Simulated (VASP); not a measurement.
# NbPdSe3 (P4mm) in VASP: a series of runs

NbPdSe3 is run at these levels: PBE, LDA; tasks: single point.

All numbers are computed with VASP 6.6.1; they aren't measurements. Logs are shortened: lines on timing, memory, paths and dates and some standing lists are left out, and cuts for length are marked.

**1. The cell of the first run**

Symmetry: P4mm, No. 99, tetragonal system. The conventional cell has a = 4.765 Å, b = 4.765 Å, c = 6.835 Å, α = 90.00°, β = 90.00°, γ = 90.00°. Nb (site symmetry 4mm) has 5 Se at 2.28 to 2.62 Å within 3.0 Å. Within 3.4 Å of Pd (site symmetry 4mm) lie 4 Se at 2.55 Å and 4 Nb at 3.37 Å. Within 3.4 Å of Se (site symmetry 2mm) lie 2 Pd at 2.55 Å and 2 Nb at 2.62 Å and 4 Se at 3.37 Å. Se (site symmetry 4mm) has 1 Nb at 2.28 Å within 3.0 Å.

The cell was built from a structure type or drawn by symmetry, and may not be a known phase.

**2. Single point, PBE**

File INCAR:

```
  PREC = Accurate
  ENCUT = 520
  EDIFF = 1E-6
  ISMEAR = 0
  SIGMA = 0.1
  LREAL = F
  LASPH = T
  NELM = 60
  ALGO = Normal
  ISIF = 2
  LWAVE = F
  LCHARG = F
  GGA = PE
  NBANDS = 28
```

File KPOINTS:

```
Automatic mesh
0
Gamma
  8 8 6
```

File POSCAR:

```
NbPdSe3
1.0
    4.7649823899      0.0000000000      0.0000000000
    0.0000000000      4.7649823899      0.0000000000
    0.0000000000      0.0000000000      6.8349915662
Nb Pd Se
1 1 3
Direct
    0.0000000000      0.0000000000      0.7137544712
    0.5000000000      0.5000000000      0.6889209800
    0.0000000000      0.5000000000      0.5555395263
    0.0000000000      0.0000000000      0.0479364663
    0.5000000000      0.0000000000      0.5555395263
```

Potentials or basis: VASP PAW PBE potentials, release 64 (Nb_sv, Pd, Se).

On the command line:

```bash
> cat potpaw_PBE.64/Nb_sv/POTCAR potpaw_PBE.64/Pd/POTCAR potpaw_PBE.64/Se/POTCAR > POTCAR
> mpirun -np 1 vasp_std > vasp.out
```

OUTCAR:

```text
PREC = Accurate
   ENCUT = 520
   EDIFF = 1E-6
   ISMEAR = 0
   LREAL = F
   LASPH = T
   NELM = 60
   ISIF = 2
   GGA = PE

 ion  position               nearest neighbor table
   1  0.000  0.000  0.714-   4 2.28   3 2.62   5 2.62   3 2.62   5 2.62
   2  0.500  0.500  0.689-   3 2.55   5 2.55   5 2.55   3 2.55
   3  0.000  0.500  0.556-   2 2.55   2 2.55   1 2.62   1 2.62
   4  0.000  0.000  0.048-   1 2.28
   5  0.500  0.000  0.556-   2 2.55   2 2.55   1 2.62   1 2.62

  LATTYP: Found a simple tetragonal cell.
 ALAT       =     4.7649823899
 C/A-ratio  =     1.4344211598

  Lattice vectors:

 A1 = (   4.7649823899,   0.0000000000,   0.0000000000)
 A2 = (   0.0000000000,   4.7649823899,   0.0000000000)
 A3 = (   0.0000000000,   0.0000000000,   6.8349915662)

Analysis of symmetry for initial positions (statically):
=====================================================================
 Subroutine PRICEL returns:
 Original cell was already a primitive cell.

 Routine SETGRP: Setting up the symmetry group for a
 simple tetragonal supercell.

 Subroutine GETGRP returns: Found  8 space group operations
 (whereof  8 operations were pure point group operations)
 out of a pool of 16 trial point group operations.

The static configuration has the point symmetry C_4v.

Analysis of symmetry for dynamics (positions and initial velocities):
=====================================================================
 Subroutine PRICEL returns:
 Original cell was already a primitive cell.

 Routine SETGRP: Setting up the symmetry group for a
 simple tetragonal supercell.

 Subroutine GETGRP returns: Found  8 space group operations
 (whereof  8 operations were pure point group operations)
 out of a pool of 16 trial point group operations.

The dynamic configuration has the point symmetry C_4v.

 Subroutine INISYM returns: Found  8 space group operations
 (whereof  8 operations are pure point group operations),
 and found     1 'primitive' translations

----------------------------------------------------------------------------------------

                                     Primitive cell

  volume of cell :     155.1889

  direct lattice vectors                    reciprocal lattice vectors
     4.764982390  0.000000000  0.000000000     0.209864364  0.000000000  0.000000000
     0.000000000  4.764982390  0.000000000     0.000000000  0.209864364  0.000000000
     0.000000000  0.000000000  6.834991566     0.000000000  0.000000000  0.146305960

  length of vectors
     4.764982390  4.764982390  6.834991566     0.209864364  0.209864364  0.146305960

  position of ions in fractional coordinates (direct lattice)
     0.000000000  0.000000000  0.713754471
     0.500000000  0.500000000  0.688920980
     0.000000000  0.500000000  0.555539526
     0.000000000  0.000000000  0.047936466
     0.500000000  0.000000000  0.555539526

  ion indices of the primitive-cell ions
   primitive index   ion index
                 1           1
                 2           2
                 3           3
                 4           4
                 5           5

----------------------------------------------------------------------------------------

 KPOINTS: Automatic mesh

Automatic generation of k-mesh.
 Grid dimensions read from file:
 generate k-points for:    8    8    6

 Generating k-lattice:

  Cartesian coordinates                     Fractional coordinates (reciprocal lattice)
     0.026233046  0.000000000  0.000000000     0.125000000  0.000000000  0.000000000
     0.000000000  0.026233046  0.000000000     0.000000000  0.125000000  0.000000000
     0.000000000  0.000000000  0.024384327     0.000000000  0.000000000  0.166666667

  Length of vectors
     0.026233046  0.026233046  0.024384327

  Shift w.r.t. Gamma in fractional coordinates (k-lattice)
     0.000000000  0.000000000  0.000000000

 Subroutine IBZKPT returns following result:
 ===========================================

 Found     60 irreducible k-points:

 Following reciprocal coordinates:
            Coordinates               Weight
  0.000000  0.000000  0.000000      1.000000
  0.125000  0.000000  0.000000      4.000000
  0.250000  0.000000  0.000000      4.000000
  0.375000  0.000000  0.000000      4.000000
  0.500000  0.000000  0.000000      2.000000
  0.125000  0.125000  0.000000      4.000000
[... 16 lines left out ...]
  0.375000  0.125000  0.166667     16.000000
  0.500000  0.125000  0.166667      8.000000
 [... further k-points ...]
   k-points           NKPTS =     60   k-points in BZ     NKDIM =     60   number of bands    NBANDS=     28
   number of dos      NEDOS =    301   number of ions     NIONS =      5
   total plane-waves  NPLWV =  69984
   dimension x,y,z NGX =    36 NGY =   36 NGZ =   54
   dimension x,y,z NGXF=    72 NGYF=   72 NGZF=  108
   ions per type =               1   1   3
   NGX,Y,Z   is equivalent  to a cutoff of  12.56, 12.56, 13.13 a.u.
   NGXF,Y,Z  is equivalent  to a cutoff of  25.12, 25.12, 26.27 a.u.
 SYSTEM =  unknown system
   PREC   = accura    normal or accurate (medium, high low for compatibility)
   ISTART =      0    job   : 0-new  1-cont  2-samecut
   ICHARG =      2    charge: 1-file 2-atom 10-const
   ISPIN  =      1    spin polarized calculation?
   LNONCOLLINEAR =      F non collinear calculations
   LSORBIT =      F    spin-orbit coupling
   LASPH  =      T    aspherical Exc in radial PAW
   ENCUT  =  520.0 eV  38.22 Ry    6.18 a.u.   8.86  8.86 12.71*2*pi/ulx,y,z
   NELM   =     60;   NELMIN=  2; NELMDL= -5     # of ELM steps
   EDIFF  = 0.1E-05   stopping-criterion for ELM
   LREAL  =      F    real-space projection
   EDIFFG = 0.1E-04   stopping-criterion for IOM
   NSW    =      0    number of steps for IOM
   IBRION =     -1    ionic relax: 0-MD 1-quasi-New 2-CG
   NFREE  =      0    steps in history (QN), initial steepest desc. (CG)
   ISIF   =      2    stress and relaxation
   ISYM   =      2    0-nonsym 1-usesym 2-fastsym
   POTIM  = 0.5000    time-step for ionic-motion
   TEBEG  =    0.0;   TEEND  =   0.0 temperature during run
   PSTRESS=    0.0 pullay stress
   NELECT =      41.0000    total number of electrons
   NUPDOWN=      -1.0000    fix difference up-down
   EMIN   =  10.00;   EMAX   =-10.00  energy-range for DOS
   EFERMI =   0.00;   METHOD = LEGACY
   ISMEAR =     0;   SIGMA  =   0.10  broadening in eV -4-tet -1-fermi 0-gaus
   EFERMI_NEDOS =   21; number of points for ismear=-14 and -15
   IALGO  =     38    algorithm
   IMIX   =      4    mixing-type and parameters
     AMIX     =   0.40;   BMIX     =  1.00
     AMIX_MAG =   1.60;   BMIX_MAG =  1.00
  volume/ion in A,a.u.               =      31.04       209.45
  Fermi-wavevector in a.u.,A,eV,Ry     =   1.050467  1.985096 15.013781  1.103482
  Thomas-Fermi vector in A             =   2.185472
   LORBIT       =      0    0 simple, 1 ext, 2 COOP (PROOUT), +10 PAW based schemes
   GGA     = PE    functional components
   LHFCALC =     F    Hartree Fock is set to
   AEXX    =    0.0000 exact exchange contribution
   IVDW    =     0    specifies the selected vdW correction
   LEPSILON=     F    determine dielectric tensor
   LRPA    =     F    only Hartree local field effects (RPA)
 non-spin polarized calculation
 Gauss-broadening in eV      SIGMA  =   0.10
  energy-cutoff  :      520.00
  volume of cell :      155.19
 maximum number of plane-waves:      4248
 NGX is ok and might be reduce to    36
   NGX = 17   NGY = 17   NGZ = 25

 number of electron      40.9999997 magnetization

 Free energy of the ion-electron system (eV)
  ---------------------------------------------------
  ext. energy  EPLUGINS =         0.00000000
  ---------------------------------------------------
  free energy    TOTEN  =       -27.87603509 eV

  energy without entropy =      -27.86561075  energy(sigma->0) =      -27.87082292

 E-fermi :   2.7268     XC(G=0):  -8.2056

 val. band max:        2.7190657647   @ k =   0.1250   0.1250   0.5000
 cond. band min:       2.7272148030   @ k =   0.2500   0.1250   0.3333
 fundamental gap:      0.0081490383
 Fermi energy:         2.7268425612

 k-point     1 :       0.0000    0.0000    0.0000
  band No.  band energies     occupation
      1     -53.3247      2.00000
      2     -29.4231      2.00000
      3     -29.4034      2.00000
      4     -29.4034      2.00000
      5     -11.6732      2.00000
      6     -10.3457      2.00000
[... 20 lines left out ...]
     27       5.6214      0.00000
     28       5.9696      0.00000

 k-point     2 :       0.1250    0.0000    0.0000
  band No.  band energies     occupation
      1     -53.3246      2.00000
      2     -29.4230      2.00000
      3     -29.4049      2.00000
      4     -29.4034      2.00000
      5     -11.6115      2.00000
      6     -10.3753      2.00000
[... 20 lines left out ...]
     27       5.8124      0.00000
     28       6.4692      0.00000

 k-point     3 :       0.2500    0.0000    0.0000
  band No.  band energies     occupation
      1     -53.3246      2.00000
      2     -29.4228      2.00000
      3     -29.4087      2.00000
      4     -29.4033      2.00000
      5     -11.4380      2.00000
      6     -10.4733      2.00000
[... 20 lines left out ...]
     27       6.0693      0.00000
     28       7.5699      0.00000

 k-point     4 :       0.3750    0.0000    0.0000
  band No.  band energies     occupation
      1     -53.3245      2.00000
      2     -29.4225      2.00000
      3     -29.4125      2.00000
      4     -29.4032      2.00000
      5     -11.1864      2.00000
      6     -10.6527      2.00000
[... 578 lines left out ...]
     27       6.0773      0.00000
     28       7.8134      0.00000

 k-point    23 :       0.3750    0.1250    0.1667
  band No.  band energies     occupation
      1     -53.3245      2.00000
      2     -29.4224      2.00000
      3     -29.4124      2.00000
      4     -29.4047      2.00000
      5     -11.1387      2.00000
      6     -10.6411      2.00000
[... 20 lines left out ...]
     27       6.3693      0.00000
     28       8.3375      0.00000

 k-point    24 :       0.5000    0.1250    0.1667
  band No.  band energies     occupation
      1     -53.3245      2.00000
      2     -29.4222      2.00000
      3     -29.4140      2.00000
      4     -29.4046      2.00000
      5     -10.8955      2.00000
      6     -10.8511      2.00000
[... 20 lines left out ...]
     27       6.5048      0.00000
     28       8.3458      0.00000

 [... further k-points ...]

------------------------ aborting loop because EDIFF is reached ----------------------------------------

  FORCE on cell =-STRESS in cart. coord.  units (eV):
  Direction    XX          YY          ZZ          XY          YZ          ZX
  --------------------------------------------------------------------------------------
  -------------------------------------------------------------------------------------
  Total       -0.0046468     -0.0046468     -0.0133387      0.0000000      0.0000000      0.0000000
  in kB       -0.0479738     -0.0479738     -0.1377091      0.0000000      0.0000000      0.0000000
  external PRESSURE =      -0.0778856 kB  Pullay stress =       0.0000000 kB

 VOLUME and BASIS-vectors are now :
 -----------------------------------------------------------------------------
  energy-cutoff  :      520.00
  volume of cell :      155.19
      direct lattice vectors                 reciprocal lattice vectors
     4.764982390  0.000000000  0.000000000     0.209864364  0.000000000  0.000000000
     0.000000000  4.764982390  0.000000000     0.000000000  0.209864364  0.000000000
     0.000000000  0.000000000  6.834991566     0.000000000  0.000000000  0.146305960

 POSITION                                       TOTAL-FORCE (eV/Angst)
 -----------------------------------------------------------------------------------
      0.00000      0.00000      4.87851         0.000000     -0.000000     -0.005726
      2.38249      2.38249      4.70877         0.000000      0.000000      0.014240
      0.00000      2.38249      3.79711         0.000000      0.000000     -0.003436
      0.00000      0.00000      0.32765         0.000000      0.000000     -0.001642
      2.38249      0.00000      3.79711         0.000000      0.000000     -0.003436
 -----------------------------------------------------------------------------------
    total drift:                                0.000000      0.000000      0.000557

  FREE ENERGIE OF THE ION-ELECTRON SYSTEM (eV)
  ---------------------------------------------------
  free  energy   TOTEN  =       -27.8760350942 eV

  energy  without entropy=      -27.8656107500  energy(sigma->0) =      -27.87082292
```

Run time: 6.5 min. Hardware: 1 thread of AMD EPYC 7R13, shared host; peak memory 0.4 GiB.

What came out:

* Free energy: -27.8760 eV
* Pressure: 0.0 GPa
* Largest force: 0.014 eV/Å
* Band gap on the k mesh: zero (an odd number of electrons rules out a gap without spin polarisation)

Forces on the atoms (eV/Å):
```
Nb   0.000  0.000 -0.006
Pd   0.000  0.000  0.014
Se   0.000  0.000 -0.003
Se   0.000  0.000 -0.002
Se   0.000  0.000 -0.003
```

**3. Single point, LDA**

File INCAR:

```
PREC = Accurate
ENCUT = 520
EDIFF = 1E-7
ISMEAR = 0
SIGMA = 0.1
LREAL = False
LASPH = True
NELM = 60
ALGO = Normal
ISIF = 2
LWAVE = False
LCHARG = True
LELF = True
LVHAR = True
NBANDS = 28
```

KPOINTS is that of step 2.

POSCAR is that of step 2.

Potentials or basis: VASP PAW LDA potentials, release 64 (Nb_sv, Pd, Se).

On the command line:

```bash
> cat potpaw_LDA.64/Nb_sv/POTCAR potpaw_LDA.64/Pd/POTCAR potpaw_LDA.64/Se/POTCAR > POTCAR
> mpirun -np 1 vasp_std > vasp.out
```

It took 5.1 min on 1 thread of AMD EPYC 7R13, shared host; peak memory 0.36 GiB.

It converged, with:

```
Free energy            : -31.4437 eV
Pressure               : -4.0 GPa
Largest force          : 0.460 eV/Å
Band gap on the k mesh : zero (an odd number of electrons rules out a gap without spin polarisation)
```

Forces in eV/Å, atoms in the order of the input:
```
Nb   0.000  0.000  0.015
Pd   0.000  0.000 -0.403
Se   0.000  0.000  0.424
Se   0.000  0.000 -0.460
Se   0.000  0.000  0.424
```

Stress tensor (GPa, compression positive):
```
-4.45  0.00  0.00
 0.00 -4.45  0.00
 0.00  0.00 -3.19
```

Levels at points of the mesh, in eV from the Fermi level:
```csv
k point,band 18,band 19,band 20,band 21,band 22,band 23,band 24,band 25
"(0.00, 0.00, 0.00)",-1.79,-1.57,-0.47,-0.47,0.32,1.82,2.45,2.45
"(0.50, 0.00, 0.00)",-1.93,-1.66,-1.33,-0.52,0.74,0.88,1.28,2.64
"(0.50, 0.50, 0.00)",-2.09,-1.95,-1.95,0.37,0.51,0.89,0.89,2.08
"(0.00, 0.00, 0.50)",-1.74,-1.58,-0.45,-0.45,0.32,1.96,2.30,2.30
"(0.50, 0.00, 0.50)",-1.91,-1.56,-1.15,-0.48,0.73,1.28,1.30,2.40
"(0.50, 0.50, 0.50)",-1.74,-1.73,-1.73,0.30,0.75,0.75,1.16,2.08
```

Caveat: the cell stands under tension.

**4. Single point, PBE, collinear spin**

This run uses another cell than the first one, of 30.19 Å³/atom.

File INCAR:

```
PREC = Accurate
ENCUT = 520
EDIFF = 1E-6
ISMEAR = 0
SIGMA = 0.1
LREAL = F
LASPH = T
NELM = 150
ALGO = Normal
ISIF = 2
LWAVE = F
LCHARG = F
ISPIN = 2
MAGMOM = 0 1 0 0 0
LORBIT = 11
LMAXMIX = 4
GGA = PE
NBANDS = 32
```

File KPOINTS:

```
regular mesh
0
Gamma
  4 4 4
```

File POSCAR:

```
NbPdSe3
1.0
    4.7721356956      0.0000000000      0.0000000000
    0.0000000000      4.7721356956      0.0000000000
    0.0000000000      0.0000000000      6.6292018080
Nb Pd Se
1 1 3
Direct
    0.0000000000      0.0000000000      0.7146636998
    0.5000000000      0.5000000000      0.6845612234
    0.0000000000      0.5000000000      0.5517209637
    0.0000000000      0.0000000000      0.0590241194
    0.5000000000      0.0000000000      0.5517209637
```

Potentials or basis: VASP PAW PBE potentials, release 64 (Nb_sv, Pd, Se).

On the command line:

```bash
> cat potpaw_PBE.64/Nb_sv/POTCAR potpaw_PBE.64/Pd/POTCAR potpaw_PBE.64/Se/POTCAR > POTCAR
> mpirun -np 1 vasp_std > vasp.out
```

Wall time 4.4 min (1 thread of AMD EPYC 7R13, shared host); peak memory 0.34 GiB.

It converged, with:

```yaml
Free_energy: -27.9214 eV
Pressure: 0.1 GPa
Largest_force: 0.012 eV/Å
Net_moment: 0.00 μB per cell
Valence_electrons_inside_the_program's_atomic_spheres: Nb 10.59; Pd 9.39; Se 3.85, 3.84 (each value once)
```

Forces on the atoms (eV/Å):
```
Nb   0.000  0.000  0.007
Pd   0.000  0.000  0.006
Se   0.000  0.000  0.000
Se   0.000  0.000 -0.012
Se   0.000  0.000  0.000
```

Stress tensor (GPa, compression positive):
```
0.03 0.00 0.00
0.00 0.03 0.00
0.00 0.00 0.14
```

Levels at points of the mesh, in eV from the Fermi level:
Spin up:
```
           k point  band 16  band 17  band 18  band 19  band 20  band 21  band 22  band 23  band 24  band 25
(0.00, 0.00, 0.00)    -2.15    -2.15    -1.88    -1.73    -0.64    -0.64     0.19     1.84     2.33     2.33
(0.50, 0.00, 0.00)    -2.67    -2.21    -2.06    -1.75    -1.52    -0.63     0.60     0.78     1.17     2.52
(0.50, 0.50, 0.00)    -2.51    -2.45    -2.20    -2.01    -2.01     0.29     0.36     0.78     0.78     2.04
(0.00, 0.00, 0.50)    -2.04    -2.04    -1.84    -1.74    -0.61    -0.61     0.19     1.99     2.13     2.13
(0.50, 0.00, 0.50)    -2.65    -2.06    -1.97    -1.62    -1.28    -0.59     0.63     1.16     1.28     2.23
(0.50, 0.50, 0.50)    -2.26    -2.26    -1.82    -1.79    -1.79     0.20     0.64     0.64     1.15     2.04
```
Spin down:
```tsv
k point	band 18	band 19	band 20	band 21	band 22	band 23
(0.00, 0.00, 0.00)	-1.88	-1.73	-0.64	-0.64	0.19	1.84
(0.50, 0.00, 0.00)	-2.06	-1.75	-1.52	-0.63	0.60	0.78
(0.50, 0.50, 0.00)	-2.20	-2.01	-2.01	0.29	0.36	0.78
(0.00, 0.00, 0.50)	-1.84	-1.74	-0.61	-0.61	0.19	1.99
(0.50, 0.00, 0.50)	-1.97	-1.62	-1.28	-0.59	0.63	1.16
(0.50, 0.50, 0.50)	-1.82	-1.79	-1.79	0.20	0.64	0.64
```

**5. Summary**

| level | potentials or basis | spin | cell | k mesh | gap on the mesh (eV) | pressure (GPa) | largest force (eV/Å) |
| --- | --- | --- | --- | --- | --- | --- | --- |
| PBE | VASP PAW PBE potentials, release 64 (Nb_sv, Pd, Se) | off | a = 4.765, b = 4.765, c = 6.835 Å, 5 atoms, atomic positions A | 8 × 8 × 6 | none | 0.0 | 0.01 |
| LDA | VASP PAW LDA potentials, release 64 (Nb_sv, Pd, Se) | off | a = 4.765, b = 4.765, c = 6.835 Å, 5 atoms, atomic positions A | 8 × 8 × 6 | none | -4.0 | 0.46 |
| PBE | VASP PAW PBE potentials, release 64 (Nb_sv, Pd, Se) | collinear | a = 4.772, b = 4.772, c = 6.629 Å, 5 atoms, atomic positions B | 4 × 4 × 4 | none | 0.1 | 0.01 |

Alike in all rows: task single point; cutoff (eV) 520; smearing gaussian 0.1 eV.

Caveats: the cell stands under tension (at least some runs).

Absolute energies hang on the potentials; compare differences alone.
